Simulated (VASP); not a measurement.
# KBr (P6_3/mmc) in VASP: notebook, part 2 of 2

VASP 6.6.1. The steps go on from the part before.

## (3) Single point, PBE

This run uses another cell than the first one, of 44.78 Å³/atom, 1.028 times its volume.

INCAR reads:

```
PREC = Accurate ; ENCUT = 520
EDIFF = 1E-6 ; ISMEAR = 0
SIGMA = 0.01 ; LREAL = False
LASPH = True ; NELM = 100
ALGO = Normal ; ISIF = 2
LWAVE = False ; LCHARG = True
GGA = PE ; LELF = True
LVHAR = True ; NBANDS = 24
```

KPOINTS reads:

```
regular mesh
0
Gamma
  6 6 4
```

POSCAR reads:

```
KBr
1.0
    5.6181215190      0.0000000000      0.0000000000
   -2.8090607595      4.8654359570      0.0000000000
    0.0000000000      0.0000000000      6.5535957913
K Br
2 2
Direct
    0.3333333333      0.6666666667      0.2500000000
    0.6666666667      0.3333333333      0.7500000000
    0.6666666667      0.3333333333      0.2500000000
    0.3333333333      0.6666666667      0.7500000000
```

Potentials or basis: VASP PAW PBE potentials, release 64 (K_sv, Br).

The run is started by

```sh
> cat potpaw_PBE.64/K_sv/POTCAR potpaw_PBE.64/Br/POTCAR > POTCAR
> mpirun -np 1 vasp_std > vasp.out
```

OUTCAR:

```text
PREC = Accurate
   ENCUT = 520
   EDIFF = 1E-6
   ISMEAR = 0
   LREAL = False
   LASPH = True
   NELM = 100
   ISIF = 2
   GGA = PE

 ion  position               nearest neighbor table
   1  0.333  0.667  0.250-   3 3.24   3 3.24   3 3.24   4 3.28   4 3.28
   2  0.667  0.333  0.750-   4 3.24   4 3.24   4 3.24   3 3.28   3 3.28
   3  0.667  0.333  0.250-   1 3.24   1 3.24   1 3.24   2 3.28   2 3.28
   4  0.333  0.667  0.750-   2 3.24   2 3.24   2 3.24   1 3.28   1 3.28

  LATTYP: Found a hexagonal cell.
 ALAT       =     5.6181215190
 C/A-ratio  =     1.1665101528

  Lattice vectors:

 A1 = (   5.6181215190,   0.0000000000,   0.0000000000)
 A2 = (  -2.8090607595,   4.8654359570,   0.0000000000)
 A3 = (   0.0000000000,   0.0000000000,   6.5535957913)

Analysis of symmetry for initial positions (statically):
=====================================================================
 Subroutine PRICEL returns:
 Original cell was already a primitive cell.

 Routine SETGRP: Setting up the symmetry group for a
 hexagonal supercell.

[... 166 lines left out ...]

  energy without entropy =      -12.27459449  energy(sigma->0) =      -12.27459449

 E-fermi :  -2.4003     XC(G=0):  -6.3513

 val. band max:       -2.5354080317   @ k =   0.0000   0.0000   0.0000
 cond. band min:       1.6522056026   @ k =   0.0000   0.0000   0.0000
 fundamental gap:      4.1876136343
 Fermi energy:        -2.4002698814

 k-point     1 :       0.0000    0.0000    0.0000
  band No.  band energies     occupation
      1     -30.4522      2.00000
      2     -30.4457      2.00000
      3     -14.7611      2.00000
      4     -14.6780      2.00000
      5     -13.9986      2.00000
      6     -13.9794      2.00000
[... 556 lines left out ...]
     23       6.0220      0.00000
     24       6.0220      0.00000

------------------------ aborting loop because EDIFF is reached ----------------------------------------

  FORCE on cell =-STRESS in cart. coord.  units (eV):
  Direction    XX          YY          ZZ          XY          YZ          ZX
  --------------------------------------------------------------------------------------
  -------------------------------------------------------------------------------------
  Total        0.4139976      0.4139976      0.5867192      0.0000000      0.0000000      0.0000000
  in kB        3.7026774      3.7026774      5.2474500      0.0000000      0.0000000      0.0000000
  external PRESSURE =       4.2176016 kB  Pullay stress =       0.0000000 kB

 VOLUME and BASIS-vectors are now :
 -----------------------------------------------------------------------------
  energy-cutoff  :      520.00
  volume of cell :      179.14
      direct lattice vectors                 reciprocal lattice vectors
     5.618121519  0.000000000  0.000000000     0.177995438  0.102765714  0.000000000
    -2.809060759  4.865435957  0.000000000     0.000000000  0.205531428  0.000000000
     0.000000000  0.000000000  6.553595791     0.000000000  0.000000000  0.152587989

 POSITION                                       TOTAL-FORCE (eV/Angst)
 -----------------------------------------------------------------------------------
     -0.00000      3.24362      1.63840         0.000000      0.000000     -0.000000
      2.80906      1.62181      4.91520        -0.000000     -0.000000      0.000000
      2.80906      1.62181      1.63840        -0.000000      0.000000     -0.000000
     -0.00000      3.24362      4.91520         0.000000     -0.000000     -0.000000
 -----------------------------------------------------------------------------------
    total drift:                               -0.000000      0.000000      0.000000

  FREE ENERGIE OF THE ION-ELECTRON SYSTEM (eV)
  ---------------------------------------------------
  free  energy   TOTEN  =       -12.2745944936 eV

  energy  without entropy=      -12.2745944936  energy(sigma->0) =      -12.27459449
```

stdout:

```text
POSCAR found type information on POSCAR K Br
 POSCAR found :  2 types and       4 ions
 scaLAPACK will be used
 LDA part: xc-table for (Slater+PW92), standard interpolation
 POSCAR, INCAR and KPOINTS ok, starting setup
 FFT: planning ... GRIDC
 FFT: planning ... GRID_SOFT
 FFT: planning ... GRID
 WAVECAR not read
 entering main loop
```

Wall time 36 s (1 thread of Intel Xeon 6975P-C (Granite Rapids), shared host); peak memory 0.32 GiB.

What came out:

| Item | Value |
| --- | --- |
| Free energy | -12.2746 eV |
| Pressure | 0.4 GPa |
| Band gap on the k mesh | 4.19 eV, direct |

A k mesh can miss the band edges.

## (4) Single point, PBE (volume changed by -3%)

INCAR reads:

```
ALGO = Normal ; EDIFF = 1E-7
ENCUT = 520 ; GGA = PE
ISIF = 2 ; ISMEAR = 0
LASPH = T ; LCHARG = T
LELF = T ; LREAL = F
LVHAR = T ; LWAVE = F
NBANDS = 24 ; NELM = 100
PREC = Accurate ; SIGMA = 0.01
```

KPOINTS reads:

```
k-points
0
Gamma
  6 6 4
```

POSCAR reads:

```
KBr
1.0
    5.6143548167      0.0000000000      0.0000000000
   -2.8071774083      4.8621738972      0.0000000000
    0.0000000000      0.0000000000      6.5842438715
K Br
2 2
Direct
    0.3333333333      0.6666666667      0.2500000000
    0.6666666667      0.3333333333      0.7500000000
    0.6666666667      0.3333333333      0.2500000000
    0.3333333333      0.6666666667      0.7500000000
```

Potentials or basis: VASP PAW PBE potentials, release 64 (K_sv, Br).

The run is started by

```sh
> cat potpaw_PBE.64/K_sv/POTCAR potpaw_PBE.64/Br/POTCAR > POTCAR
> mpirun -np 1 vasp_std > vasp.out
```

OUTCAR:

```text
EDIFF = 1E-7
   ENCUT = 520
   GGA = PE
   ISIF = 2
   ISMEAR = 0
   LASPH = T
   LREAL = F
   NELM = 100
   PREC = Accurate

 ion  position               nearest neighbor table
   1  0.333  0.667  0.250-   3 3.24   3 3.24   3 3.24   4 3.29   4 3.29
   2  0.667  0.333  0.750-   4 3.24   4 3.24   4 3.24   3 3.29   3 3.29
   3  0.667  0.333  0.250-   1 3.24   1 3.24   1 3.24   2 3.29   2 3.29
   4  0.333  0.667  0.750-   2 3.24   2 3.24   2 3.24   1 3.29   1 3.29

[... 763 lines left out ...]
  FORCE on cell =-STRESS in cart. coord.  units (eV):
  Direction    XX          YY          ZZ          XY          YZ          ZX
  --------------------------------------------------------------------------------------
  -------------------------------------------------------------------------------------
  Total        0.4121857      0.4121857      0.4225650      0.0000000      0.0000000      0.0000000
  in kB        3.6742375      3.6742375      3.7667588      0.0000000      0.0000000      0.0000000
  external PRESSURE =       3.7050779 kB  Pullay stress =       0.0000000 kB

 VOLUME and BASIS-vectors are now :
 -----------------------------------------------------------------------------
  energy-cutoff  :      520.00
  volume of cell :      179.74
      direct lattice vectors                 reciprocal lattice vectors
     5.614354817  0.000000000  0.000000000     0.178114856  0.102834660  0.000000000
    -2.807177408  4.862173897  0.000000000     0.000000000  0.205669320  0.000000000
     0.000000000  0.000000000  6.584243872     0.000000000  0.000000000  0.151877728

 POSITION                                       TOTAL-FORCE (eV/Angst)
 -----------------------------------------------------------------------------------
     -0.00000      3.24145      1.64606        -0.000000      0.000000     -0.000000
      2.80718      1.62072      4.93818         0.000000     -0.000000     -0.000000
      2.80718      1.62072      1.64606        -0.000000      0.000000      0.000000
     -0.00000      3.24145      4.93818         0.000000     -0.000000      0.000000
 -----------------------------------------------------------------------------------
    total drift:                               -0.000000     -0.000000     -0.000000

  FREE ENERGIE OF THE ION-ELECTRON SYSTEM (eV)
  ---------------------------------------------------
  free  energy   TOTEN  =       -12.2764394738 eV

  energy  without entropy=      -12.2764394738  energy(sigma->0) =      -12.27643947
```

stdout:

```text
POSCAR found type information on POSCAR K Br
 POSCAR found :  2 types and       4 ions
 scaLAPACK will be used
 LDA part: xc-table for (Slater+PW92), standard interpolation
 POSCAR, INCAR and KPOINTS ok, starting setup
 FFT: planning ... GRIDC
 FFT: planning ... GRID_SOFT
 FFT: planning ... GRID
 WAVECAR not read
 entering main loop
```

It took 49 s on 1 thread of Intel Xeon 6975P-C (Granite Rapids), shared host; peak memory 0.33 GiB.

Results:

| Property | Result |
| --- | --- |
| Free energy | -12.2764 eV |
| Pressure | 0.4 GPa |
| Band gap on the k mesh | 4.18 eV, direct |

Levels at points of the mesh, in eV from the valence-band top:
```tsv
k point	band 14	band 15	band 16	band 17	band 18	band 19
(0.00, 0.00, 0.00)	-0.28	-0.28	0.00	4.18	7.04	7.44
(0.50, 0.00, 0.00)	-0.46	-0.25	-0.15	6.01	6.41	6.69
(0.00, 0.00, 0.50)	-0.40	-0.40	-0.40	5.45	5.45	8.40
(0.50, 0.00, 0.50)	-0.35	-0.27	-0.27	6.26	6.26	7.86
```

Caveat: the cell differs from its parent crystal (volume changed by -3%). A k mesh can miss the band edges.

## (5) Single point, PBE

This run uses another cell than the first one, of 46.32 Å³/atom, 1.064 times its volume.

INCAR reads:

```
ALGO     = Normal         # electronic algorithm
EDIFF    = 1E-6           # SCF threshold, eV
ENCUT    = 520            # plane-wave cutoff, eV
GGA      = PE             # functional
ISIF     = 2              # what is computed and relaxed
ISMEAR   = 0              # smearing method
LASPH    = T              # aspherical terms in the spheres
LCHARG   = F              # write CHGCAR
LREAL    = F              # projectors in reciprocal space
LWAVE    = F              # write WAVECAR
NBANDS   = 24             # bands
NELM     = 100            # most SCF steps
PREC     = Accurate       # precision mode
SIGMA    = 0.01           # smearing width, eV
```

KPOINTS is that of step 4.

POSCAR reads:

```
KBr
1.0
    5.6716481087      0.0000000000      0.0000000000
   -2.8358240543      4.9117913435      0.0000000000
    0.0000000000      0.0000000000      6.6514346741
K Br
2 2
Direct
    0.3333333333      0.6666666667      0.2500000000
    0.6666666667      0.3333333333      0.7500000000
    0.6666666667      0.3333333333      0.2500000000
    0.3333333333      0.6666666667      0.7500000000
```

The run is started by

```sh
> cat potpaw_PBE.64/K_sv/POTCAR potpaw_PBE.64/Br/POTCAR > POTCAR
> mpirun -np 1 vasp_std > vasp.out
```

Run time: 39 s. Hardware: 1 thread of Intel Xeon 6975P-C (Granite Rapids), shared host; peak memory 0.31 GiB.

The run converged. Its results:

| Quantity | Value |
| --- | --- |
| Free energy | -12.2835 eV |
| Pressure | 0.0 GPa |
| Band gap on the k mesh | 4.14 eV, direct |

Levels at points of the mesh, in eV from the valence-band top:
| k point | band 12 | band 13 | band 14 | band 15 | band 16 | band 17 | band 18 | band 19 | band 20 | band 21 |
| --- | --- | --- | --- | --- | --- | --- | --- | --- | --- | --- |
| (0.00, 0.00, 0.00) | -0.45 | -0.45 | -0.26 | -0.26 | 0.00 | 4.14 | 6.95 | 7.43 | 7.43 | 8.15 |
| (0.50, 0.00, 0.00) | -0.48 | -0.44 | -0.43 | -0.24 | -0.14 | 5.98 | 6.29 | 6.68 | 6.85 | 7.63 |
| (0.00, 0.00, 0.50) | -0.60 | -0.37 | -0.37 | -0.37 | -0.37 | 5.39 | 5.39 | 8.34 | 8.34 | 8.34 |
| (0.50, 0.00, 0.50) | -0.86 | -0.33 | -0.33 | -0.25 | -0.25 | 6.23 | 6.23 | 7.73 | 7.73 | 8.12 |

## (6) Summary

| cell | gap on the mesh (eV) | pressure (GPa) |
| --- | --- | --- |
| a = 5.556, b = 5.556, c = 6.516 Å, angles 90.0, 90.0, 120.0°, 4 atoms | 4.23 | 0.8 |
| a = 5.618, b = 5.618, c = 6.554 Å, angles 90.0, 90.0, 120.0°, 4 atoms | 4.19 | 0.4 |
| a = 5.614, b = 5.614, c = 6.584 Å, angles 90.0, 90.0, 120.0°, 4 atoms | 4.18 | 0.4 |
| a = 5.672, b = 5.672, c = 6.651 Å, angles 90.0, 90.0, 120.0°, 4 atoms | 4.14 | 0.0 |

Alike in all rows: task single point; level PBE; potentials or basis VASP PAW PBE potentials, release 64 (K_sv, Br); no spin polarisation; k mesh 6 × 6 × 4; cutoff (eV) 520; smearing gaussian 0.01 eV.

Absolute energies hang on the potentials; compare differences alone.
